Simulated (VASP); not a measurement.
# ZnO (zincite) (P6_3mc) in VASP: further runs

The runs below take ZnO (zincite) through single point, with revPBE.

Program: VASP 6.6.1. These are calculated values, not measurements. Logs are shortened: lines on timing, memory, paths and dates and some standing lists are left out, and cuts for length are marked.

**Measured values to compare with.**

“Electronic structure of alkaline earth and post-transition metal oxides”, 2009, arxiv:0908.1581 quotes, for a bulk crystal of ZnO: band gap 3.37 eV.

The results are compared with them further down.

## 1. The cell of the first run

Symmetry: P6_3mc, No. 186, hexagonal system. The conventional cell has a = 3.334 Å, b = 3.334 Å, c = 5.341 Å, α = 90.00°, β = 90.00°, γ = 120.00°. Within 2.7 Å of Zn (site symmetry 3m) lie 4 O at 2.02 to 2.03 Å. O (site symmetry 3m) has 4 Zn at 2.02 to 2.03 Å within 2.7 Å.

## 2. Single point, revPBE

File INCAR:

```
SYSTEM = ZnO
  PREC = Accurate
  ENCUT = 520
  EDIFF = 1E-6
  ISMEAR = 0
  SIGMA = 0.01
  LREAL = .False.
  LASPH = .True.
  NELM = 100
  ALGO = Normal
  ISIF = 2
  LWAVE = .False.
  LCHARG = .False.
  GGA = RE
  NBANDS = 26
```

File KPOINTS:

```
Automatic mesh
0
Gamma
  6 6 4
  0 0 0
```

File POSCAR:

```
ZnO
1.0
    3.3337431140      0.0000000000      0.0000000000
   -1.6668715570      2.8871059466      0.0000000000
    0.0000000000      0.0000000000      5.3409823052
Zn O
2 2
Direct
    0.3333333333      0.6666666667      0.5000000000
    0.6666666667      0.3333333333      0.0000000000
    0.6666666667      0.3333333333      0.3790100000
    0.3333333333      0.6666666667      0.8790100000
```

Potentials or basis: VASP PAW PBE potentials, release 64 (Zn, O).

On the command line:

```bash
$ cat potpaw_PBE.64/Zn/POTCAR potpaw_PBE.64/O/POTCAR > POTCAR
$ mpirun -np 1 vasp_std > vasp.out
```

OUTCAR:

```text
SYSTEM = ZnO
   PREC = Accurate
   ENCUT = 520
   EDIFF = 1E-6
   ISMEAR = 0
   LREAL = .False.
   LASPH = .True.
   NELM = 100
   ISIF = 2
   GGA = RE

 ion  position               nearest neighbor table
   1  0.333  0.667  0.500-   4 2.02   3 2.03   3 2.03   3 2.03
   2  0.667  0.333  0.000-   3 2.02   4 2.03   4 2.03   4 2.03
   3  0.667  0.333  0.379-   2 2.02   1 2.03   1 2.03   1 2.03
   4  0.333  0.667  0.879-   1 2.02   2 2.03   2 2.03   2 2.03

  LATTYP: Found a hexagonal cell.
 ALAT       =     3.3337431140
 C/A-ratio  =     1.6020977390

  Lattice vectors:

 A1 = (   3.3337431140,   0.0000000000,   0.0000000000)
 A2 = (  -1.6668715570,   2.8871059466,   0.0000000000)
 A3 = (   0.0000000000,   0.0000000000,   5.3409823052)

Analysis of symmetry for initial positions (statically):
=====================================================================
 Subroutine PRICEL returns:
 Original cell was already a primitive cell.

 Routine SETGRP: Setting up the symmetry group for a
 hexagonal supercell.

 Subroutine GETGRP returns: Found 12 space group operations
 (whereof  6 operations were pure point group operations)
 out of a pool of 24 trial point group operations.

The static configuration has the point symmetry C_3v.
 The point group associated with its full space group is C_6v.

Analysis of symmetry for dynamics (positions and initial velocities):
=====================================================================
 Subroutine PRICEL returns:
 Original cell was already a primitive cell.

 Routine SETGRP: Setting up the symmetry group for a
 hexagonal supercell.

 Subroutine GETGRP returns: Found 12 space group operations
 (whereof  6 operations were pure point group operations)
 out of a pool of 24 trial point group operations.

The dynamic configuration has the point symmetry C_3v.
 The point group associated with its full space group is C_6v.

 Subroutine INISYM returns: Found 12 space group operations
 (whereof  6 operations are pure point group operations),
 and found     1 'primitive' translations

----------------------------------------------------------------------------------------

                                     Primitive cell

  volume of cell :      51.4063

  direct lattice vectors                    reciprocal lattice vectors
     3.333743114  0.000000000  0.000000000     0.299963124  0.173183807  0.000000000
    -1.666871557  2.887105947  0.000000000     0.000000000  0.346367615  0.000000000
     0.000000000  0.000000000  5.340982305     0.000000000  0.000000000  0.187231476

  length of vectors
     3.333743114  3.333742872  5.340982305     0.346367589  0.346367615  0.187231476

  position of ions in fractional coordinates (direct lattice)
     0.333333333  0.666666667  0.500000000
     0.666666667  0.333333333  0.000000000
     0.666666667  0.333333333  0.379010000
     0.333333333  0.666666667  0.879010000

  ion indices of the primitive-cell ions
   primitive index   ion index
                 1           1
                 2           2
                 3           3
                 4           4

----------------------------------------------------------------------------------------

 KPOINTS: Automatic mesh

Automatic generation of k-mesh.
 Grid dimensions read from file:
 generate k-points for:    6    6    4

 Generating k-lattice:

  Cartesian coordinates                     Fractional coordinates (reciprocal lattice)
     0.049993854  0.028863968  0.000000000     0.166666667  0.000000000  0.000000000
     0.000000000  0.057727936  0.000000000     0.000000000  0.166666667  0.000000000
     0.000000000  0.000000000  0.046807869     0.000000000  0.000000000  0.250000000

  Length of vectors
     0.057727932  0.057727936  0.046807869

  Shift w.r.t. Gamma in fractional coordinates (k-lattice)
     0.000000000  0.000000000  0.000000000

 Subroutine IBZKPT returns following result:
 ===========================================

 Found     21 irreducible k-points:

 Following reciprocal coordinates:
            Coordinates               Weight
  0.000000  0.000000  0.000000      1.000000
  0.166667  0.000000  0.000000      6.000000
  0.333333  0.000000  0.000000      6.000000
  0.500000  0.000000  0.000000      3.000000
  0.166667  0.166667  0.000000      6.000000
  0.333333  0.166667  0.000000     12.000000
[... 13 lines left out ...]
  0.333333  0.166667  0.500000     12.000000
  0.333333  0.333333  0.500000      2.000000
   k-points           NKPTS =     21   k-points in BZ     NKDIM =     21   number of bands    NBANDS=     26
   number of dos      NEDOS =    301   number of ions     NIONS =      4
   total plane-waves  NPLWV =  31360
   dimension x,y,z NGX =    28 NGY =   28 NGZ =   40
   dimension x,y,z NGXF=    56 NGYF=   56 NGZF=   80
   ions per type =               2   2
   NGX,Y,Z   is equivalent  to a cutoff of  13.96, 13.96, 12.45 a.u.
   NGXF,Y,Z  is equivalent  to a cutoff of  27.93, 27.93, 24.90 a.u.
 SYSTEM =  ZnO
   PREC   = accura    normal or accurate (medium, high low for compatibility)
   ISTART =      0    job   : 0-new  1-cont  2-samecut
   ICHARG =      2    charge: 1-file 2-atom 10-const
   ISPIN  =      1    spin polarized calculation?
   LNONCOLLINEAR =      F non collinear calculations
   LSORBIT =      F    spin-orbit coupling
   LASPH  =      T    aspherical Exc in radial PAW
   ENCUT  =  520.0 eV  38.22 Ry    6.18 a.u.   6.20  6.20  9.93*2*pi/ulx,y,z
   NELM   =    100;   NELMIN=  2; NELMDL= -5     # of ELM steps
   EDIFF  = 0.1E-05   stopping-criterion for ELM
   LREAL  =      F    real-space projection
   EDIFFG = 0.1E-04   stopping-criterion for IOM
   NSW    =      0    number of steps for IOM
   IBRION =     -1    ionic relax: 0-MD 1-quasi-New 2-CG
   NFREE  =      0    steps in history (QN), initial steepest desc. (CG)
   ISIF   =      2    stress and relaxation
   ISYM   =      2    0-nonsym 1-usesym 2-fastsym
   POTIM  = 0.5000    time-step for ionic-motion
   TEBEG  =    0.0;   TEEND  =   0.0 temperature during run
   PSTRESS=    0.0 pullay stress
   NELECT =      36.0000    total number of electrons
   NUPDOWN=      -1.0000    fix difference up-down
   EMIN   =  10.00;   EMAX   =-10.00  energy-range for DOS
   EFERMI =   0.00;   METHOD = LEGACY
   ISMEAR =     0;   SIGMA  =   0.01  broadening in eV -4-tet -1-fermi 0-gaus
   EFERMI_NEDOS =   21; number of points for ismear=-14 and -15
   IALGO  =     38    algorithm
   IMIX   =      4    mixing-type and parameters
     AMIX     =   0.40;   BMIX     =  1.00
     AMIX_MAG =   1.60;   BMIX_MAG =  1.00
  volume/ion in A,a.u.               =      12.85        86.73
  Fermi-wavevector in a.u.,A,eV,Ry     =   1.453797  2.747277 28.756250  2.113525
  Thomas-Fermi vector in A             =   2.571022
   LORBIT       =      0    0 simple, 1 ext, 2 COOP (PROOUT), +10 PAW based schemes
   GGA     = RE    functional components
   LHFCALC =     F    Hartree Fock is set to
   AEXX    =    0.0000 exact exchange contribution
   IVDW    =     0    specifies the selected vdW correction
   LEPSILON=     F    determine dielectric tensor
   LRPA    =     F    only Hartree local field effects (RPA)
 non-spin polarized calculation
 Gauss-broadening in eV      SIGMA  =   0.01
  energy-cutoff  :      520.00
  volume of cell :       51.41
 maximum number of plane-waves:      1400
 NGX is ok and might be reduce to    28
   NGX = 13   NGY = 13   NGZ = 19

 number of electron      36.0000020 magnetization

 Free energy of the ion-electron system (eV)
  ---------------------------------------------------
  ext. energy  EPLUGINS =         0.00000000
  ---------------------------------------------------
  free energy    TOTEN  =       -16.56601541 eV

  energy without entropy =      -16.56601541  energy(sigma->0) =      -16.56601541

 E-fermi :   0.7688     XC(G=0): -10.3074

 val. band max:        0.6755879925   @ k =   0.0000   0.0000   0.0000
 cond. band min:       1.4203630404   @ k =   0.0000   0.0000   0.0000
 fundamental gap:      0.7447750479
 Fermi energy:         0.7687940289

 k-point     1 :       0.0000    0.0000    0.0000
  band No.  band energies     occupation
      1     -16.8906      2.00000
      2     -16.2818      2.00000
      3      -4.6692      2.00000
      4      -4.6692      2.00000
      5      -4.6388      2.00000
      6      -4.4960      2.00000
[... 18 lines left out ...]
     25      14.3503      0.00000
     26      14.3831      0.00000

 k-point     2 :       0.1667    0.0000    0.0000
  band No.  band energies     occupation
      1     -16.7684      2.00000
      2     -16.2309      2.00000
      3      -4.7737      2.00000
      4      -4.5990      2.00000
      5      -4.5767      2.00000
      6      -4.4864      2.00000
[... 18 lines left out ...]
     25      14.3950      0.00000
     26      14.5109      0.00000

 k-point     3 :       0.3333    0.0000    0.0000
  band No.  band energies     occupation
      1     -16.4953      2.00000
      2     -16.1474      2.00000
      3      -4.8661      2.00000
      4      -4.5715      2.00000
      5      -4.4874      2.00000
      6      -4.2863      2.00000
[... 18 lines left out ...]
     25      13.6972      0.00000
     26      14.2795      0.00000

 k-point     4 :       0.5000    0.0000    0.0000
  band No.  band energies     occupation
      1     -16.3228      2.00000
      2     -16.1355      2.00000
      3      -4.8123      2.00000
      4      -4.5494      2.00000
      5      -4.4517      2.00000
      6      -4.1065      2.00000
[... 18 lines left out ...]
     25      13.5384      0.00000
     26      14.3749      0.00000
[... 409 lines left out ...]
      1     -16.3652      2.00000
      2     -16.3652      2.00000
      3      -4.8834      2.00000
      4      -4.8834      2.00000
      5      -4.4637      2.00000
      6      -4.4637      2.00000
[... 18 lines left out ...]
     25      13.7698      0.00000
     26      13.7698      0.00000

 k-point    20 :       0.3333    0.1667    0.5000
  band No.  band energies     occupation
      1     -16.2238      2.00000
      2     -16.2238      2.00000
      3      -4.8179      2.00000
      4      -4.8179      2.00000
      5      -4.3343      2.00000
      6      -4.3343      2.00000
[... 18 lines left out ...]
     25      14.5078      0.00000
     26      14.5078      0.00000

 k-point    21 :       0.3333    0.3333    0.5000
  band No.  band energies     occupation
      1     -16.1773      2.00000
      2     -16.1773      2.00000
      3      -4.6252      2.00000
      4      -4.6252      2.00000
      5      -4.4351      2.00000
      6      -4.4351      2.00000
[... 18 lines left out ...]
     25      15.9586      0.00000
     26      15.9590      0.00000

------------------------ aborting loop because EDIFF is reached ----------------------------------------

  FORCE on cell =-STRESS in cart. coord.  units (eV):
  Direction    XX          YY          ZZ          XY          YZ          ZX
  --------------------------------------------------------------------------------------
  -------------------------------------------------------------------------------------
  Total       -0.4881181     -0.4881180     -0.0553057      0.0000000      0.0000000      0.0000000
  in kB      -15.2131631    -15.2131601     -1.7237098      0.0000000      0.0000000      0.0000000
  external PRESSURE =     -10.7166776 kB  Pullay stress =       0.0000000 kB

 VOLUME and BASIS-vectors are now :
 -----------------------------------------------------------------------------
  energy-cutoff  :      520.00
  volume of cell :       51.41
      direct lattice vectors                 reciprocal lattice vectors
     3.333743114  0.000000000  0.000000000     0.299963124  0.173183807  0.000000000
    -1.666871557  2.887105947  0.000000000     0.000000000  0.346367615  0.000000000
     0.000000000  0.000000000  5.340982305     0.000000000  0.000000000  0.187231476

 POSITION                                       TOTAL-FORCE (eV/Angst)
 -----------------------------------------------------------------------------------
     -0.00000      1.92474      2.67049         0.000000     -0.000000     -0.052470
      1.66687      0.96237      0.00000        -0.000000      0.000000     -0.052470
      1.66687      0.96237      2.02429        -0.000000      0.000000      0.052470
     -0.00000      1.92474      4.69478         0.000000      0.000000      0.052470
 -----------------------------------------------------------------------------------
    total drift:                                0.000000      0.000000     -0.000734

  FREE ENERGIE OF THE ION-ELECTRON SYSTEM (eV)
  ---------------------------------------------------
  free  energy   TOTEN  =       -16.5660154059 eV

  energy  without entropy=      -16.5660154059  energy(sigma->0) =      -16.56601541
```

Wall time 56 s (1 thread of Intel Xeon 8259CL, shared host); peak memory 0.18 GiB.

Results:

```yaml
Free_energy: -16.5660 eV
Pressure: -1.1 GPa
Largest_force: 0.052 eV/Å
Band_gap_on_the_k_mesh: 0.74 eV, direct
```

Forces in eV/Å, atoms in the order of the input:
```
Zn   0.000  0.000 -0.052
Zn   0.000  0.000 -0.052
O    0.000  0.000  0.052
O    0.000  0.000  0.052
```

Caveat: the PAW data sets were made with another functional, which shifts forces and pressure a little.

## 3. Single point, revPBE

This run uses another cell than the first one, of 13.33 Å³/atom, 1.037 times its volume.

File INCAR:

```
SYSTEM = ZnO
ALGO = Normal
EDIFF = 1E-7
ENCUT = 520
GGA = RE
ISIF = 2
ISMEAR = 0
LASPH = .TRUE.
LCHARG = .TRUE.
LELF = .TRUE.
LREAL = .FALSE.
LVHAR = .TRUE.
LWAVE = .FALSE.
NBANDS = 26
NELM = 60
PREC = Accurate
SIGMA = 0.01
```

File KPOINTS:

```
k-points
0
G
  6 6 4
  0 0 0
```

File POSCAR:

```
ZnO
1.0
    3.3744025250      0.0000000000      0.0000000000
   -1.6872012625      2.9223180260      0.0000000000
    0.0000000000      0.0000000000      5.4061226557
Zn O
2 2
Direct
    0.3333333333      0.6666666667      0.5000000000
    0.6666666667      0.3333333333      0.0000000000
    0.6666666667      0.3333333333      0.3790100000
    0.3333333333      0.6666666667      0.8790100000
```

Potentials or basis: VASP PAW PBE potentials, release 64 (Zn, O).

On the command line:

```bash
$ cat potpaw_PBE.64/Zn/POTCAR potpaw_PBE.64/O/POTCAR > POTCAR
$ mpirun -np 1 vasp_std > vasp.out
```

Run time: 66 s. Hardware: 1 thread of Intel Xeon 8259CL, shared host; peak memory 0.18 GiB.

The run converged. Its results:

```
Free energy            : -16.5308 eV
Pressure               : -4.9 GPa
Largest force          : 0.041 eV/Å
Band gap on the k mesh : 0.69 eV, direct
```

Forces in eV/Å, atoms in the order of the input:
```
Zn   0.000  0.000 -0.041
Zn   0.000  0.000 -0.041
O    0.000  0.000  0.041
O    0.000  0.000  0.041
```

Stress tensor (GPa, compression positive):
```
-5.34  0.00  0.00
 0.00 -5.34  0.00
 0.00  0.00 -4.15
```

Levels at points of the mesh, in eV from the valence-band top:
| k point | band 15 | band 16 | band 17 | band 18 | band 19 | band 20 | band 21 | band 22 |
| --- | --- | --- | --- | --- | --- | --- | --- | --- |
| (0.00, 0.00, 0.00) | -0.68 | -0.04 | 0.00 | 0.00 | 0.69 | 4.86 | 7.97 | 12.34 |
| (0.50, 0.00, 0.00) | -2.48 | -1.91 | -1.09 | -0.69 | 5.34 | 6.81 | 7.56 | 7.76 |
| (0.00, 0.00, 0.50) | -0.34 | -0.34 | -0.34 | -0.34 | 3.25 | 3.25 | 9.74 | 9.74 |
| (0.50, 0.00, 0.50) | -1.27 | -1.27 | -1.15 | -1.15 | 5.57 | 5.57 | 7.87 | 7.87 |

Caveat: the PAW data sets were made with another functional, which shifts forces and pressure a little. revPBE gaps usually lie below the measured ones, often by a third to a half.

## 4. Against experiment

Step 2. Measured gap of ZnO: 3.37 eV (quoted in “Electronic structure of alkaline earth and post-transition metal oxides”, 2009, arxiv:0908.1581). This calculation gives 0.74 eV (-2.63 eV). So large a miss can be the level of theory's own, or it may mean another phase, state or a wrong row. The value is that of revPBE, without temperature or zero-point motion. Semilocal functionals fall short of measured gaps as a rule.
